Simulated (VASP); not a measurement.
# Hf (Im-3m) in VASP: further runs, part 2 of 2

VASP 6.6.1. The steps go on from the part before.

### 4 Relaxation of cell and atoms, PBEsol

Input file INCAR:

```
SYSTEM = Hf
PREC = Accurate
ENCUT = 600
EDIFF = 1E-7
ISMEAR = 0
SIGMA = 0.1
LREAL = .False.
LASPH = .True.
NELM = 60
ALGO = Normal
ISIF = 3
LWAVE = .False.
LCHARG = .False.
GGA = PS
IBRION = 2
NSW = 80
EDIFFG = -0.05
```

Input file KPOINTS:

```
regular mesh
0
Gamma
  8 8 8
  0 0 0
```

Input file POSCAR:

```
Hf
1.0
   -1.7084137363      1.7084137363      1.7084137363
    1.7084137363     -1.7084137363      1.7084137363
    1.7084137363      1.7084137363     -1.7084137363
Hf
1
Direct
    0.0000000000      0.0000000000      0.0000000000
```

Potentials or basis: VASP PAW PBE potentials, release 64 (Hf_pv).

Run with:

```
cat potpaw_PBE.64/Hf_pv/POTCAR > POTCAR
mpirun -np 1 vasp_std > vasp.out
```

OUTCAR:

```text
SYSTEM = Hf
   PREC = Accurate
   ENCUT = 600
   EDIFF = 1E-7
   ISMEAR = 0
   LREAL = .False.
   LASPH = .True.
   NELM = 60
   ISIF = 3
   GGA = PS
   IBRION = 2
   NSW = 80
   EDIFFG = -0.05

 ion  position               nearest neighbor table
   1  0.000  0.000  0.000-

  LATTYP: Found a body centered cubic cell.
 ALAT       =     3.4168274726

  Lattice vectors:

 A1 = (  -1.7084137363,   1.7084137363,   1.7084137363)
 A2 = (   1.7084137363,  -1.7084137363,   1.7084137363)
 A3 = (   1.7084137363,   1.7084137363,  -1.7084137363)

Analysis of symmetry for initial positions (statically):
=====================================================================
 Subroutine PRICEL returns:
 Original cell was already a primitive cell.

 Routine SETGRP: Setting up the symmetry group for a
 body centered cubic supercell.

 Subroutine GETGRP returns: Found 48 space group operations
 (whereof 48 operations were pure point group operations)
 out of a pool of 48 trial point group operations.

The static configuration has the point symmetry O_h .

Analysis of symmetry for dynamics (positions and initial velocities):
=====================================================================
 Subroutine PRICEL returns:
 Original cell was already a primitive cell.

 Routine SETGRP: Setting up the symmetry group for a
 body centered cubic supercell.

 Subroutine GETGRP returns: Found 48 space group operations
 (whereof 48 operations were pure point group operations)
 out of a pool of 48 trial point group operations.

The dynamic configuration has the point symmetry O_h .

 Subroutine INISYM returns: Found 48 space group operations
 (whereof 48 operations are pure point group operations),
 and found     1 'primitive' translations

----------------------------------------------------------------------------------------

                                     Primitive cell

  volume of cell :      19.9452

  direct lattice vectors                    reciprocal lattice vectors
    -1.708413736  1.708413736  1.708413736     0.000000000  0.292669152  0.292669152
     1.708413736 -1.708413736  1.708413736     0.292669152  0.000000000  0.292669152
     1.708413736  1.708413736 -1.708413736     0.292669152  0.292669152  0.000000000

  length of vectors
     2.959059392  2.959059392  2.959059392     0.413896684  0.413896684  0.413896684

  position of ions in fractional coordinates (direct lattice)
     0.000000000  0.000000000  0.000000000

  ion indices of the primitive-cell ions
   primitive index   ion index
                 1           1

----------------------------------------------------------------------------------------

 KPOINTS: regular mesh

Automatic generation of k-mesh.
 Grid dimensions read from file:
 generate k-points for:    8    8    8

 Generating k-lattice:

[... 22 lines left out ...]
  0.500000  0.000000  0.000000      6.000000
  0.125000  0.125000  0.000000     24.000000
[... 16 lines left out ...]
 -0.250000  0.250000  0.250000      6.000000
 -0.375000  0.375000  0.250000     24.000000
 [... further k-points ...]
   k-points           NKPTS =     29   k-points in BZ     NKDIM =     29   number of bands    NBANDS=      9
   number of dos      NEDOS =    301   number of ions     NIONS =      1
   total plane-waves  NPLWV =  13824
   dimension x,y,z NGX =    24 NGY =   24 NGZ =   24
   dimension x,y,z NGXF=    48 NGYF=   48 NGZF=   48
   ions per type =               1
   NGX,Y,Z   is equivalent  to a cutoff of  13.48, 13.48, 13.48 a.u.
   NGXF,Y,Z  is equivalent  to a cutoff of  26.97, 26.97, 26.97 a.u.
 SYSTEM =  Hf
   PREC   = accura    normal or accurate (medium, high low for compatibility)
   ISTART =      0    job   : 0-new  1-cont  2-samecut
   ICHARG =      2    charge: 1-file 2-atom 10-const
   ISPIN  =      1    spin polarized calculation?
   LNONCOLLINEAR =      F non collinear calculations
   LSORBIT =      F    spin-orbit coupling
   LASPH  =      T    aspherical Exc in radial PAW
   ENCUT  =  600.0 eV  44.10 Ry    6.64 a.u.   5.91  5.91  5.91*2*pi/ulx,y,z
   NELM   =     60;   NELMIN=  2; NELMDL= -5     # of ELM steps
   EDIFF  = 0.1E-06   stopping-criterion for ELM
   LREAL  =      F    real-space projection
   EDIFFG = -.5E-01   stopping-criterion for IOM
   NSW    =     80    number of steps for IOM
   IBRION =      2    ionic relax: 0-MD 1-quasi-New 2-CG
   NFREE  =      1    steps in history (QN), initial steepest desc. (CG)
   ISIF   =      3    stress and relaxation
   ISYM   =      2    0-nonsym 1-usesym 2-fastsym
   POTIM  = 0.5000    time-step for ionic-motion
   TEBEG  =    0.0;   TEEND  =   0.0 temperature during run
   PSTRESS=    0.0 pullay stress
   NELECT =      10.0000    total number of electrons
   NUPDOWN=      -1.0000    fix difference up-down
   EMIN   =  10.00;   EMAX   =-10.00  energy-range for DOS
   EFERMI =   0.00;   METHOD = LEGACY
   ISMEAR =     0;   SIGMA  =   0.10  broadening in eV -4-tet -1-fermi 0-gaus
   EFERMI_NEDOS =   21; number of points for ismear=-14 and -15
   IALGO  =     38    algorithm
   IMIX   =      4    mixing-type and parameters
     AMIX     =   0.40;   BMIX     =  1.00
     AMIX_MAG =   1.60;   BMIX_MAG =  1.00
  volume/ion in A,a.u.               =      19.95       134.60
  Fermi-wavevector in a.u.,A,eV,Ry     =   1.300554  2.457691 23.013454  1.691441
  Thomas-Fermi vector in A             =   2.431745
   LORBIT       =      0    0 simple, 1 ext, 2 COOP (PROOUT), +10 PAW based schemes
   GGA     = PS    functional components
   LHFCALC =     F    Hartree Fock is set to
   AEXX    =    0.0000 exact exchange contribution
   IVDW    =     0    specifies the selected vdW correction
   LEPSILON=     F    determine dielectric tensor
   LRPA    =     F    only Hartree local field effects (RPA)
 conjugate gradient relaxation of ions
 non-spin polarized calculation
 Gauss-broadening in eV      SIGMA  =   0.10
  energy-cutoff  :      600.00
  volume of cell :       19.95
 maximum number of plane-waves:       682
   NGX = 11   NGY = 11   NGZ = 11

--------------------------------------- Ionic step        1  -------------------------------------------

 number of electron      10.0000002 magnetization

 Free energy of the ion-electron system (eV)
  ---------------------------------------------------
  ext. energy  EPLUGINS =         0.00000000
  ---------------------------------------------------
  free energy    TOTEN  =       -10.31492057 eV

  energy without entropy =      -10.30469059  energy(sigma->0) =      -10.30980558

------------------------ aborting loop because EDIFF is reached ----------------------------------------

  FORCE on cell =-STRESS in cart. coord.  units (eV):
  Direction    XX          YY          ZZ          XY          YZ          ZX
  --------------------------------------------------------------------------------------
  -------------------------------------------------------------------------------------
  Total        0.9825787      0.9825787      0.9825787      0.0000000      0.0000000      0.0000000
  in kB       78.9293936     78.9293936     78.9293936      0.0000000      0.0000000      0.0000000
  external PRESSURE =      78.9293936 kB  Pullay stress =       0.0000000 kB
[... 57 lines left out ...]
--------------------------------------- Ionic step        3  -------------------------------------------

 number of electron       9.9999998 magnetization

 Free energy of the ion-electron system (eV)
  ---------------------------------------------------
  ext. energy  EPLUGINS =         0.00000000
  ---------------------------------------------------
  free energy    TOTEN  =       -10.34559987 eV

  energy without entropy =      -10.33599881  energy(sigma->0) =      -10.34079934

 E-fermi :   4.7263     XC(G=0): -11.6243

 val. band max:        4.6887629284   @ k =  -0.3750   0.3750   0.1250
 cond. band min:       4.7447651461   @ k =   0.2500   0.2500   0.0000
 fundamental gap:      0.0560022177
 Fermi energy:         4.7263067625

 k-point     1 :       0.0000    0.0000    0.0000
  band No.  band energies     occupation
      1     -24.8353      2.00000
      2     -24.8353      2.00000
      3     -24.8353      2.00000
      4      -2.4462      2.00000
      5       6.3003      0.00000
      6       6.3003      0.00000
      7       6.3003      0.00000
      8       9.2452      0.00000
      9       9.2452      0.00000
[... 265 lines left out ...]
 k-point    24 :      -0.3750    0.3750    0.2500
  band No.  band energies     occupation
      1     -25.5615      2.00000
      2     -25.2859      2.00000
      3     -25.1970      2.00000
      4       2.4846      2.00000
      5       3.5562      2.00000
      6       6.6140      0.00000
      7       7.1481      0.00000
      8      10.1102      0.00000
      9      10.5512      0.00000

 [... further k-points ...]
[... 5 lines left out ...]
  --------------------------------------------------------------------------------------
  -------------------------------------------------------------------------------------
  Total       -0.0143437     -0.0143437     -0.0143437     -0.0000000      0.0000000     -0.0000000
  in kB       -1.0804059     -1.0804059     -1.0804059     -0.0000000      0.0000000     -0.0000000
  external PRESSURE =      -1.0804059 kB  Pullay stress =       0.0000000 kB
[... 16 lines left out ...]
  FREE ENERGIE OF THE ION-ELECTRON SYSTEM (eV)
  ---------------------------------------------------
  free  energy   TOTEN  =       -10.3455998657 eV

  energy  without entropy=      -10.3359988111  energy(sigma->0) =      -10.34079934

 reached required accuracy - stopping structural energy minimisation
```

Run time: 5.6 s. Hardware: 1 thread of Intel Xeon 6975P-C (Granite Rapids), shared host; peak memory 0.14 GiB.

What came out:

- Free energy: -10.3456 eV
- Relaxed volume: 21.27 Å³/atom
- Relaxed cell: a = 3.023 Å, b = 3.023 Å, c = 3.023 Å, α = 109.47°, β = 109.47°, γ = 109.47°
- Space group after relaxing (to 0.05 Å): Im-3m (No. 229)
- Energy gained by relaxing: 30.7 meV/atom
- Ionic steps: 3
- Pressure after relaxing: -0.1 GPa
- Band gap on the k mesh: zero (band 5 reaches 6.30 eV, above the bottom of band 6 at 3.95 eV)

Step by step:
```csv
step,energy change (eV),largest force (eV/Å),pressure (GPa),volume (Å³)
1,0.0000,0.0000,7.89,19.95
2,0.0105,0.0000,-7.50,22.92
3,-0.0307,0.0000,-0.11,21.27
```

Final structure:
```
Hf
1.0
    -1.74545    1.74545    1.74545
     1.74545   -1.74545    1.74545
     1.74545    1.74545   -1.74545
Hf
1
Direct
  0.00000 0.00000 0.00000
```

Levels at points of the mesh, in eV from the Fermi level:
```csv
k point,band 1,band 2,band 3,band 4,band 5,band 6,band 7,band 8,band 9
"(0.00, 0.00, 0.00)",-29.56,-29.56,-29.56,-7.17,1.57,1.57,1.57,4.52,4.52
"(0.50, 0.00, 0.00)",-30.53,-29.88,-29.57,-3.51,-0.57,1.33,4.37,5.43,8.10
"(0.50, 0.50, 0.50)",-30.24,-30.24,-30.24,-2.76,-2.76,7.20,7.20,7.20,7.67
```

Caveat: the PAW data sets were made with another functional, which shifts forces and pressure a little; spin-orbit coupling is left out, which moves the levels of the heavy elements. Zero-point motion and thermal expansion aren't in these numbers.

### 5 The runs side by side

| task | cell | cutoff (eV) | gap on the mesh (eV) | pressure (GPa) |
| --- | --- | --- | --- | --- |
| single point | a = 2.959 Å, angles 109.5°, 1 atom | 520 | none | 7.9 |
| single point | a = 3.025 Å, angles 109.5°, 1 atom | 520 | none | -0.3 |
| relaxation of cell and atoms | relaxed from a = 2.959 Å, angles 109.5°, 1 atom | 600 | none | -0.1 |

Alike in all rows: level PBEsol; potentials or basis VASP PAW PBE potentials, release 64 (Hf_pv); no spin polarisation; k mesh 8 × 8 × 8; smearing gaussian 0.1 eV.

Caveats: the PAW data sets were made with another functional, which shifts forces and pressure a little; spin-orbit coupling is left out, which moves the levels of the heavy elements.

Total energies depend on the potentials used, so only differences within one code and one set of settings carry meaning.
